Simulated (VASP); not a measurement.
## PtS2: single point with PBE+D3(BJ)

System: PtS2, a slab with vacuum.

```
CELL_PARAMETERS angstrom
3.54153 0.00000 0.00000
-1.77076 3.06705 0.00000
0.00000 0.00000 22.46706
ATOMIC_POSITIONS crystal
S 0.66667 0.33333 0.20029
S 0.33333 0.66667 0.31083
S 0.00000 0.00000 0.49510
S 0.33333 0.66667 0.60564
Pt 0.00000 0.00000 0.25556
Pt 0.66667 0.33333 0.55037
```

This cell differs from its parent crystal: layers slid over each other.

* Program: VASP 6.6.1
* Task: single point
* Functional: PBE
* Dispersion: D3(BJ)
* Potentials or basis: VASP PAW PBE potentials, release 64 (S, Pt)
* Cutoff: 520 eV
* k mesh: 9 × 9 × 1
* Occupations: gaussian, width 0.05 eV
* Spin: no spin polarisation
* Dipole correction: yes
* Further INCAR settings: ALGO = Normal; EDIFF = 1e-07; NBANDS = 31

```
Largest force              : 0.044 eV/Å
Band gap on the k mesh     : 1.69 eV (least direct gap 1.77 eV)
Dispersion energy per atom : -0.300 eV
```

Forces in eV/Å, atoms in the order of the input:
```
S    0.000  0.000  0.044
S    0.000  0.000  0.019
S    0.000  0.000 -0.018
S    0.000  0.000 -0.044
Pt   0.000  0.000  0.039
Pt   0.000  0.000 -0.041
```

Levels at points of the mesh, in eV from the valence-band top:
```
           k point  band 19  band 20  band 21  band 22  band 23  band 24  band 25  band 26
(0.00, 0.00, 0.00)    -0.30    -0.30    -0.29    -0.29     3.18     3.18     3.19     3.19
```

Wall time 4.9 min on 1 thread of Intel Xeon 8259CL (shared host), peak memory 0.39 GiB.

Caveat: the cell differs from its parent crystal (layers slid over each other); spin-orbit coupling is left out, which moves the levels of the heavy elements.
